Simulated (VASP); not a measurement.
Here is a VASP 6.6.1 calculation.

INCAR

```
SYSTEM = Rb3B4Pb
PREC = Accurate ; ENCUT = 520
EDIFF = 1E-6 ; ISMEAR = 0
SIGMA = 0.1 ; LREAL = .FALSE.
LASPH = .TRUE. ; NELM = 100
ALGO = Normal ; ISIF = 2
LWAVE = .FALSE. ; LCHARG = .FALSE.
GGA = PE ; NBANDS = 36
```

Contents of KPOINTS:

```
Automatic mesh
0
G
  6 6 6
  0 0 0
```

File POSCAR:

```
Rb3B4Pb
1.0
    6.1250510368      0.0000000000      0.0000000000
    0.0000000000      6.1250510368      0.0000000000
    0.0000000000      0.0000000000      6.1250510368
Rb B Pb
3 4 1
Direct
    0.5000000000      0.0000000000      0.0000000000
    0.0000000000      0.5000000000      0.0000000000
    0.0000000000      0.0000000000      0.5000000000
    0.0000000000      0.5000000000      0.5000000000
    0.5000000000      0.0000000000      0.5000000000
    0.5000000000      0.5000000000      0.0000000000
    0.0000000000      0.0000000000      0.0000000000
    0.5000000000      0.5000000000      0.5000000000
```

Potentials or basis: VASP PAW PBE potentials, release 64 (Rb_sv, B, Pb_d).

Run with:

```console
$ cat potpaw_PBE.64/Rb_sv/POTCAR potpaw_PBE.64/B/POTCAR potpaw_PBE.64/Pb_d/POTCAR > POTCAR
$ mpirun -np 1 vasp_std > vasp.out
```

(1) Estimate the pressure.

Answers

(1) 0.0 GPa.
